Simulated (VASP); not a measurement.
Input of a VASP 6.6.1 run:

The input INCAR:

```
ALGO = Normal
EDIFF = 1E-6
ENCUT = 520
GGA = PE
ISIF = 2
ISMEAR = -4
LASPH = T
LCHARG = F
LREAL = F
LWAVE = F
NBANDS = 10
NELM = 60
PREC = Accurate
SIGMA = 0.1
```

File KPOINTS:

```
k-points
0
Gamma
  2 2 4
```

Contents of POSCAR:

```
I
1.0
    2.5383465792     -3.7066249365      0.0000000000
    2.5383465792      3.7066249365      0.0000000000
   -1.6208748370      0.0000000000      2.3810977968
I
1
Direct
    0.5000000000      0.5000000000      0.5000000000
```

Potentials or basis: VASP PAW PBE potentials, release 64 (I).

Command:

```sh
$ cat potpaw_PBE.64/I/POTCAR > POTCAR
$ mpirun -np 1 vasp_std > vasp.out
```

Problem. Predict the pressure.

Solution. 5.3 GPa.

Stress tensor (GPa, compression positive):
```
 4.88  0.00 -7.44
 0.00  0.69  0.00
-7.44  0.00 10.48
```

Caveat: the k points lie up to 0.86 Å⁻¹ apart; an odd number of electrons without spin polarisation forces a metal; a magnetic or distorted state may lie lower.
